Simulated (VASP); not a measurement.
Here is a VASP 6.6.1 calculation.

File INCAR:

```
PREC     = Accurate       # precision mode
ENCUT    = 520            # plane-wave cutoff, eV
EDIFF    = 1E-6           # SCF threshold, eV
ISMEAR   = -1             # smearing method
SIGMA    = 0.05           # smearing width, eV
LREAL    = False          # projectors in reciprocal space
LASPH    = True           # aspherical terms in the spheres
NELM     = 60             # most SCF steps
ALGO     = Normal         # electronic algorithm
ISIF     = 2              # what is computed and relaxed
LWAVE    = False          # write WAVECAR
LCHARG   = False          # write CHGCAR
GGA      = RP             # functional
NBANDS   = 9              # bands
```

The input KPOINTS:

```
Automatic mesh
0
Gamma
  10 10 5
```

Contents of POSCAR:

```
Mg
1.0
    3.2014586757      0.0000000000      0.0000000000
   -1.6007293378      2.7725445423      0.0000000000
    0.0000000000      0.0000000000      5.3520314217
Mg
2
Direct
    0.6666666667      0.3333333333      0.7500000000
    0.3333333333      0.6666666667      0.2500000000
```

Potentials or basis: VASP PAW PBE potentials, release 64 (Mg).

Command:

```bash
$ cat potpaw_PBE.64/Mg/POTCAR > POTCAR
$ mpirun -np 1 vasp_std > vasp.out
```

(1) What does it give for the pressure?

(2) Estimate the band gap on the k mesh.

## Answers

(1) -0.2 GPa.

(2) zero (band 2 reaches 3.12 eV, above the bottom of band 3 at 1.08 eV).

Caveat: the PAW data sets were made with another functional, which shifts forces and pressure a little.
